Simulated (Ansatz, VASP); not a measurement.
Two plane-wave programs on Sr

```xyz
1
Lattice="-2.1558 2.1558 3.0507 2.1558 -2.1558 3.0507 2.1558 2.1558 -3.0507" Properties=species:S:1:pos:R:3 pbc="T T T"
Sr    0.0000    0.0000    0.0000
```

Alike in both runs: functional r2SCAN; k mesh 18 × 18 × 18; occupations gaussian, width 0.1 eV; no spin polarisation.

Ansatz relaxed the structure, and its values are those at the end. VASP's run is a single point on that final structure, the one shown.

```csv
,VASP,Ansatz
version,VASP 6.6.1,Ansatz 0.2.0
potentials or method,"VASP PAW PBE potentials, release 64 (Sr_sv), cutoff 520 eV","scalar-relativistic, plane waves, PAW"
valence electrons in the cell,10,10
```

|  | VASP | Ansatz | Ansatz less VASP |
| --- | --- | --- | --- |
| gap on the k mesh at the Fermi level (eV) | none | none | - |
| pressure (GPa) | 0.0 | 0.0 | -0.01 |

VASP's potentials were made for PBE, not for r2SCAN. A gap of «none» marks a metal or a gap that the smearing closes.
